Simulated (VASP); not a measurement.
Zn5CdS6: single point with PBE

Crystal: Zn5CdS6.

```
Zn Cd S
1.0
     6.76009    0.00000    0.00000
    -3.38005    5.85441    0.00000
     0.00000    0.00000    6.38322
Zn Cd S
5 1 6
Cartesian
  4.4653 0.0000 -0.0026
  1.1474 1.9873 -0.0026
  -2.2327 3.8671 -0.0026
  3.3800 1.9515 3.1923
  0.0000 3.9029 3.1923
  0.0000 0.0000 3.1977
  4.3615 0.0000 2.3559
  1.1993 2.0772 2.3559
  -2.1808 3.7772 2.3559
  0.0000 0.0000 5.7513
  3.3800 1.9515 5.5592
  0.0000 3.9029 5.5592
```

| Quantity | Value |
| --- | --- |
| Program | VASP 6.6.1 |
| Task | single point |
| Functional | PBE |
| Potentials or basis | VASP PAW PBE potentials, release 64 (Zn, Cd, S) |
| Cutoff | 520 eV |
| k mesh | 3 × 3 × 4 |
| Occupations | gaussian, width 0.1 eV |
| Spin | no spin polarisation |

```
Pressure               : 0.2 GPa
Largest force          : 0.020 eV/Å
Band gap on the k mesh : 1.84 eV
```

Forces on the atoms (eV/Å):
```
Zn  -0.006  0.000 -0.008
Zn   0.003  0.005 -0.008
Zn   0.003 -0.005 -0.008
Zn   0.000  0.000  0.020
Zn   0.000  0.000  0.020
Cd   0.000  0.000 -0.012
S    0.005  0.000 -0.016
S   -0.003 -0.005 -0.016
S   -0.003  0.005 -0.016
S    0.000  0.000  0.020
S    0.000  0.000  0.012
S    0.000  0.000  0.012
```

Levels at points of the mesh, in eV from the valence-band top:
| k point | band 51 | band 52 | band 53 | band 54 | band 55 | band 56 | band 57 | band 58 |
| --- | --- | --- | --- | --- | --- | --- | --- | --- |
| (0.00, 0.00, 0.00) | -0.85 | -0.09 | 0.00 | 0.00 | 1.84 | 2.96 | 4.42 | 4.42 |
| (0.00, 0.00, 0.50) | -0.54 | -0.54 | -0.35 | -0.35 | 3.19 | 3.42 | 4.26 | 4.46 |

It took 3.9 min on 1 thread of Intel(R) Xeon(R) Platinum 8259CL CPU @ 2.50GHz (Skylake/Cascade Lake) (shared host), peak memory 0.41 GiB.
